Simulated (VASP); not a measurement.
A run of VASP 6.6.1 is set up as follows.

File INCAR:

```
  PREC = Accurate
  ENCUT = 520
  EDIFF = 1E-6
  ISMEAR = 0
  SIGMA = 0.05
  LREAL = False
  LASPH = True
  NELM = 100
  ALGO = Normal
  ISIF = 2
  LWAVE = False
  LCHARG = False
  NBANDS = 17
```

The input KPOINTS:

```
Automatic mesh
0
Gamma
  8 8 8
```

Contents of POSCAR:

```
SnSe
1.0
    0.0000000000      2.9466477701      2.9466477701
    2.9466477701      0.0000000000      2.9466477701
    2.9466477701      2.9466477701      0.0000000000
Sn Se
1 1
Direct
    0.0000000000      0.0000000000      0.0000000000
    0.5254526519      0.5254526519      0.4745473481
```

Potentials or basis: VASP PAW LDA potentials, release 64 (Sn_d, Se).

Launch:

```sh
$ cat potpaw_LDA.64/Sn_d/POTCAR potpaw_LDA.64/Se/POTCAR > POTCAR
$ mpirun -np 1 vasp_std > vasp.out
```

(1) Estimate the largest force.

(2) What does it give for the band gap on the k mesh?

## Answers

(1) 0.125 eV/Å.

(2) 0.77 eV, indirect (least direct gap 0.91 eV).

Caveat: the cell differs from its parent crystal (all Se atoms moved -0.150 Å, as atom 2 towards its neighbour atom 1 (Sn) at 2.947 Å); spin-orbit coupling is left out, which moves the levels of the heavy elements.
